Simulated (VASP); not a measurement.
# TaWC2 (R-3m) in VASP: settings compared

Aim: see how the results for TaWC2 move with the level of theory and the settings. Levels: LDA, PBEsol. Tasks: single point, relaxation of cell and atoms.

Everything below comes from runs of VASP 6.6.1. Logs are shortened: lines on timing, memory, paths and dates and some standing lists are left out, and cuts for length are marked.

### 1 The cell of the first run

Symmetry: R-3m, No. 166, trigonal system. Conventional cell: a = 3.185 Å, b = 3.185 Å, c = 15.506 Å, α = 90.00°, β = 90.00°, γ = 120.00°. W (site symmetry -3m) has 6 C at 2.24 Å within 3.0 Å. Within 3.0 Å of Ta (site symmetry -3m) lie 6 C at 2.26 Å. C (site symmetry 3m) has 3 W at 2.24 Å and 3 Ta at 2.26 Å within 3.0 Å.

### 2 Single point, LDA

File INCAR:

```
SYSTEM = TaWC2
  ALGO = Normal
  EDIFF = 1E-6
  ENCUT = 700
  GGA = CA
  GGA_COMPAT = .FALSE.
  ISIF = 2
  ISMEAR = -1
  LASPH = .TRUE.
  LCHARG = .FALSE.
  LREAL = .FALSE.
  LWAVE = .FALSE.
  NBANDS = 26
  NELM = 120
  PREC = Accurate
  SIGMA = 0.05
```

File KPOINTS:

```
k-points
0
G
  10 10 10
  0 0 0
```

File POSCAR:

```
TaWC2
1.0
    1.5925398227      0.9194532953      5.1687539453
   -1.5925398227      0.9194532953      5.1687539453
    0.0000000000     -1.8389065907      5.1687539453
W Ta C
1 1 2
Direct
    0.0000000000      0.0000000000      0.0000000000
    0.5000000000      0.5000000000      0.5000000000
    0.2509330000      0.2509330000      0.2509330000
    0.7490670000      0.7490670000      0.7490670000
```

Potentials or basis: VASP PAW LDA potentials, release 64 (W_sv, Ta_sv_GW, C).

On the command line:

```console
> cat potpaw_LDA.64/W_sv/POTCAR potpaw_LDA.64/Ta_sv_GW/POTCAR potpaw_LDA.64/C/POTCAR > POTCAR
> mpirun -np 1 vasp_std > vasp.out
```

OUTCAR:

```text
SYSTEM = TaWC2
   EDIFF = 1E-6
   ENCUT = 700
   GGA = CA
   ISIF = 2
   ISMEAR = -1
   LASPH = .TRUE.
   LREAL = .FALSE.
   NELM = 120
   PREC = Accurate

 ion  position               nearest neighbor table
   1  0.000  0.000  0.000-   4 2.24   4 2.24   3 2.24   3 2.24   4 2.24   3 2.24   2 3.17   2 3.17
                             2 3.17   2 3.17   2 3.17   2 3.17
   2  0.500  0.500  0.500-   3 2.26   3 2.26   4 2.26   4 2.26   3 2.26   4 2.26   1 3.17   1 3.17
                             1 3.17   1 3.17   1 3.17   1 3.17
   3  0.251  0.251  0.251-   1 2.24   1 2.24   1 2.24   2 2.26   2 2.26   2 2.26
   4  0.749  0.749  0.749-   1 2.24   1 2.24   1 2.24   2 2.26   2 2.26   2 2.26

  LATTYP: Found a trigonal (rhomboedric) cell.
 ALAT       =     5.4861274863
 COS(alpha) =     0.8314693846

  Lattice vectors:

 A1 = (   1.5925398227,   0.9194532953,   5.1687539453)
 A2 = (  -1.5925398227,   0.9194532953,   5.1687539453)
 A3 = (   0.0000000000,  -1.8389065907,   5.1687539453)

Analysis of symmetry for initial positions (statically):
=====================================================================
 Subroutine PRICEL returns:
 Original cell was already a primitive cell.

 Routine SETGRP: Setting up the symmetry group for a
 trigonal (rhombohedral) supercell.

 Subroutine GETGRP returns: Found 12 space group operations
 (whereof 12 operations were pure point group operations)
 out of a pool of 12 trial point group operations.

The static configuration has the point symmetry D_3d.

Analysis of symmetry for dynamics (positions and initial velocities):
=====================================================================
 Subroutine PRICEL returns:
 Original cell was already a primitive cell.

 Routine SETGRP: Setting up the symmetry group for a
 trigonal (rhombohedral) supercell.

 Subroutine GETGRP returns: Found 12 space group operations
 (whereof 12 operations were pure point group operations)
 out of a pool of 12 trial point group operations.

The dynamic configuration has the point symmetry D_3d.

 Subroutine INISYM returns: Found 12 space group operations
 (whereof 12 operations are pure point group operations),
 and found     1 'primitive' translations

----------------------------------------------------------------------------------------

                                     Primitive cell

  volume of cell :      45.4106

  direct lattice vectors                    reciprocal lattice vectors
     1.592539823  0.919453295  5.168753945     0.313963891  0.181267137  0.064490076
    -1.592539823  0.919453295  5.168753945    -0.313963891  0.181267137  0.064490076
     0.000000000 -1.838906591  5.168753945     0.000000000 -0.362534274  0.064490076

  length of vectors
     5.486127486  5.486127486  5.486127486     0.368225569  0.368225569  0.368225569

  position of ions in fractional coordinates (direct lattice)
     0.000000000  0.000000000  0.000000000
     0.500000000  0.500000000  0.500000000
     0.250933000  0.250933000  0.250933000
     0.749067000  0.749067000  0.749067000

  ion indices of the primitive-cell ions
   primitive index   ion index
                 1           1
                 2           2
                 3           3
                 4           4

----------------------------------------------------------------------------------------

 KPOINTS: k-points

Automatic generation of k-mesh.
 Grid dimensions read from file:
 generate k-points for:   10   10   10

 Generating k-lattice:

  Cartesian coordinates                     Fractional coordinates (reciprocal lattice)
     0.031396389  0.018126714  0.006449008     0.100000000 -0.000000000  0.000000000
    -0.031396389  0.018126714  0.006449008    -0.000000000  0.100000000  0.000000000
     0.000000000 -0.036253427  0.006449008     0.000000000  0.000000000  0.100000000

  Length of vectors
     0.036822557  0.036822557  0.036822557

  Shift w.r.t. Gamma in fractional coordinates (k-lattice)
     0.000000000  0.000000000  0.000000000

 Subroutine IBZKPT returns following result:
 ===========================================

 Found    116 irreducible k-points:

 Following reciprocal coordinates:
            Coordinates               Weight
  0.000000  0.000000  0.000000      1.000000
  0.100000  0.000000 -0.000000      6.000000
  0.200000  0.000000 -0.000000      6.000000
  0.300000  0.000000  0.000000      6.000000
  0.400000  0.000000  0.000000      6.000000
  0.500000  0.000000 -0.000000      3.000000
[... 16 lines left out ...]
  0.300000  0.300000  0.000000      6.000000
  0.400000  0.300000 -0.000000     12.000000
 [... further k-points ...]
   k-points           NKPTS =    116   k-points in BZ     NKDIM =    116   number of bands    NBANDS=     26
   number of dos      NEDOS =    301   number of ions     NIONS =      4
   total plane-waves  NPLWV = 110592
   dimension x,y,z NGX =    48 NGY =   48 NGZ =   48
   dimension x,y,z NGXF=    96 NGYF=   96 NGZF=   96
   ions per type =               1   1   2
   NGX,Y,Z   is equivalent  to a cutoff of  14.55, 14.55, 14.55 a.u.
   NGXF,Y,Z  is equivalent  to a cutoff of  29.09, 29.09, 29.09 a.u.
 SYSTEM =  TaWC2
   PREC   = accura    normal or accurate (medium, high low for compatibility)
   ISTART =      0    job   : 0-new  1-cont  2-samecut
   ICHARG =      2    charge: 1-file 2-atom 10-const
   ISPIN  =      1    spin polarized calculation?
   LNONCOLLINEAR =      F non collinear calculations
   LSORBIT =      F    spin-orbit coupling
   LASPH  =      T    aspherical Exc in radial PAW
   ENCUT  =  700.0 eV  51.45 Ry    7.17 a.u.  11.84 11.84 11.84*2*pi/ulx,y,z
   NELM   =    120;   NELMIN=  2; NELMDL= -5     # of ELM steps
   EDIFF  = 0.1E-05   stopping-criterion for ELM
   LREAL  =      F    real-space projection
   EDIFFG = 0.1E-04   stopping-criterion for IOM
   NSW    =      0    number of steps for IOM
   IBRION =     -1    ionic relax: 0-MD 1-quasi-New 2-CG
   NFREE  =      0    steps in history (QN), initial steepest desc. (CG)
   ISIF   =      2    stress and relaxation
   ISYM   =      2    0-nonsym 1-usesym 2-fastsym
   POTIM  = 0.5000    time-step for ionic-motion
   TEBEG  =    0.0;   TEEND  =   0.0 temperature during run
   PSTRESS=    0.0 pullay stress
   NELECT =      35.0000    total number of electrons
   NUPDOWN=      -1.0000    fix difference up-down
   EMIN   =  10.00;   EMAX   =-10.00  energy-range for DOS
   EFERMI =   0.00;   METHOD = LEGACY
   ISMEAR =    -1;   SIGMA  =   0.05  broadening in eV -4-tet -1-fermi 0-gaus
   EFERMI_NEDOS =   21; number of points for ismear=-14 and -15
   IALGO  =     38    algorithm
   IMIX   =      4    mixing-type and parameters
     AMIX     =   0.40;   BMIX     =  1.00
     AMIX_MAG =   1.60;   BMIX_MAG =  1.00
  volume/ion in A,a.u.               =      11.35        76.61
  Fermi-wavevector in a.u.,A,eV,Ry     =   1.500992  2.836464 30.653628  2.252978
  Thomas-Fermi vector in A             =   2.612421
   LORBIT       =      0    0 simple, 1 ext, 2 COOP (PROOUT), +10 PAW based schemes
   GGA     = CA    functional components
   LHFCALC =     F    Hartree Fock is set to
   AEXX    =    0.0000 exact exchange contribution
   IVDW    =     0    specifies the selected vdW correction
   LEPSILON=     F    determine dielectric tensor
   LRPA    =     F    only Hartree local field effects (RPA)
 non-spin polarized calculation
  energy-cutoff  :      700.00
  volume of cell :       45.41
 maximum number of plane-waves:      1934
   NGX = 23   NGY = 23   NGZ = 23

 number of electron      34.9999999 magnetization

 Free energy of the ion-electron system (eV)
  ---------------------------------------------------
  ext. energy  EPLUGINS =         0.00000000
  ---------------------------------------------------
  free energy    TOTEN  =       -50.36142855 eV

  energy without entropy =      -50.34568493  energy(sigma->0) =      -50.35355674

 E-fermi :  11.5523     XC(G=0): -13.5548

 val. band max:       11.5508306094   @ k =  -0.1000   0.2000   0.1000
 cond. band min:      11.5673126007   @ k =  -0.3000   0.1000   0.0000
 fundamental gap:      0.0164819913
 Fermi energy:        11.5522857361

 k-point     1 :       0.0000    0.0000    0.0000
  band No.  band energies     occupation
      1     -63.3387      2.00000
      2     -57.1645      2.00000
      3     -27.8144      2.00000
      4     -27.6615      2.00000
      5     -27.6615      2.00000
      6     -23.9620      2.00000
[... 18 lines left out ...]
     25      16.6180      0.00000
     26      17.6516      0.00000

 k-point     2 :       0.1000    0.0000   -0.0000
  band No.  band energies     occupation
      1     -63.3370      2.00000
      2     -57.1619      2.00000
      3     -27.8076      2.00000
      4     -27.6943      2.00000
      5     -27.6692      2.00000
      6     -23.9562      2.00000
[... 18 lines left out ...]
     25      17.4038      0.00000
     26      18.1523      0.00000

 k-point     3 :       0.2000    0.0000   -0.0000
  band No.  band energies     occupation
      1     -63.3328      2.00000
      2     -57.1552      2.00000
      3     -27.7902      2.00000
      4     -27.7790      2.00000
      5     -27.6892      2.00000
      6     -23.9412      2.00000
[... 18 lines left out ...]
     25      17.5376      0.00000
     26      19.4840      0.00000

 k-point     4 :       0.3000    0.0000    0.0000
  band No.  band energies     occupation
      1     -63.3275      2.00000
      2     -57.1470      2.00000
      3     -27.8827      2.00000
      4     -27.7679      2.00000
      5     -27.7138      2.00000
      6     -23.9569      2.00000
[... 18 lines left out ...]
     25      17.2431      0.00000
     26      18.7021      0.00000
[... 496 lines left out ...]
      1     -63.3251      2.00000
      2     -57.1431      2.00000
      3     -27.8997      2.00000
      4     -27.7598      2.00000
      5     -27.7567      2.00000
      6     -23.9804      2.00000
[... 18 lines left out ...]
     25      16.8426      0.00000
     26      19.3230      0.00000

 k-point    23 :       0.3000    0.3000    0.0000
  band No.  band energies     occupation
      1     -63.3275      2.00000
      2     -57.1470      2.00000
      3     -27.8845      2.00000
      4     -27.7692      2.00000
      5     -27.7142      2.00000
      6     -23.9552      2.00000
[... 18 lines left out ...]
     25      17.5931      0.00000
     26      18.2787      0.00000

 k-point    24 :       0.4000    0.3000   -0.0000
  band No.  band energies     occupation
      1     -63.3245      2.00000
      2     -57.1424      2.00000
      3     -27.9283      2.00000
      4     -27.7584      2.00000
      5     -27.7423      2.00000
      6     -24.0134      2.00000
[... 18 lines left out ...]
     25      17.8376      0.00000
     26      18.7691      0.00000

 [... further k-points ...]

------------------------ aborting loop because EDIFF is reached ----------------------------------------

  FORCE on cell =-STRESS in cart. coord.  units (eV):
  Direction    XX          YY          ZZ          XY          YZ          ZX
  --------------------------------------------------------------------------------------
  -------------------------------------------------------------------------------------
  Total       -7.5453186     -7.5453186     -7.5288493      0.0000000      0.0000000      0.0000000
  in kB     -266.2141158   -266.2141158   -265.6330461      0.0000000      0.0000000      0.0000000
  external PRESSURE =    -266.0204259 kB  Pullay stress =       0.0000000 kB

 VOLUME and BASIS-vectors are now :
 -----------------------------------------------------------------------------
  energy-cutoff  :      700.00
  volume of cell :       45.41
      direct lattice vectors                 reciprocal lattice vectors
     1.592539823  0.919453295  5.168753945     0.313963891  0.181267137  0.064490076
    -1.592539823  0.919453295  5.168753945    -0.313963891  0.181267137  0.064490076
     0.000000000 -1.838906591  5.168753945     0.000000000 -0.362534274  0.064490076

 POSITION                                       TOTAL-FORCE (eV/Angst)
 -----------------------------------------------------------------------------------
      0.00000      0.00000      0.00000         0.000000     -0.000000     -0.000000
      0.00000     -0.00000      7.75313        -0.000000     -0.000000     -0.000000
      0.00000     -0.00000      3.89103         0.000000     -0.000000      0.051199
      0.00000     -0.00000     11.61523         0.000000      0.000000     -0.051199
 -----------------------------------------------------------------------------------
    total drift:                                0.000000      0.000000     -0.000000

  FREE ENERGIE OF THE ION-ELECTRON SYSTEM (eV)
  ---------------------------------------------------
  free  energy   TOTEN  =       -50.3614285470 eV

  energy  without entropy=      -50.3456849316  energy(sigma->0) =      -50.35355674
```

Run time: 11 min. Hardware: 1 thread of Intel Xeon Platinum 8375C at 2.90GHz (Ice Lake), shared host; peak memory 0.43 GiB.

Results:

```yaml
Free_energy: -50.3614 eV
Pressure: -26.6 GPa
Largest_force: 0.051 eV/Å
Band_gap_on_the_k_mesh: zero (an odd number of electrons rules out a gap without spin polarisation)
```

Forces on the atoms (eV/Å):
```
W    0.000  0.000  0.000
Ta   0.000  0.000  0.000
C    0.000  0.000  0.051
C    0.000  0.000 -0.051
```

Levels at points of the mesh, in eV from the Fermi level:
| k point | band 15 | band 16 | band 17 | band 18 | band 19 | band 20 | band 21 | band 22 |
| --- | --- | --- | --- | --- | --- | --- | --- | --- |
| (0.00, 0.00, 0.00) | -2.06 | -1.94 | -0.71 | -0.71 | -0.65 | -0.24 | -0.24 | 1.78 |
| (0.50, 0.00, 0.00) | -4.60 | -4.24 | -1.21 | -0.68 | 1.32 | 1.98 | 2.89 | 3.38 |
| (0.50, 0.50, 0.00) | -4.85 | -2.06 | -2.00 | 1.10 | 1.50 | 1.66 | 2.36 | 3.20 |
| (0.50, 0.50, 0.50) | -4.14 | -4.14 | -0.92 | -0.92 | 0.17 | 0.17 | 0.24 | 0.71 |

Caveat: the cell stands under tension; spin-orbit coupling is left out, which moves the levels of the heavy elements; an odd number of electrons without spin polarisation forces a metal; a magnetic or distorted state may lie lower.

[end of part 1 of 2]

The gap in the log of VASP goes by the Fermi energy; the results here count the filled bands.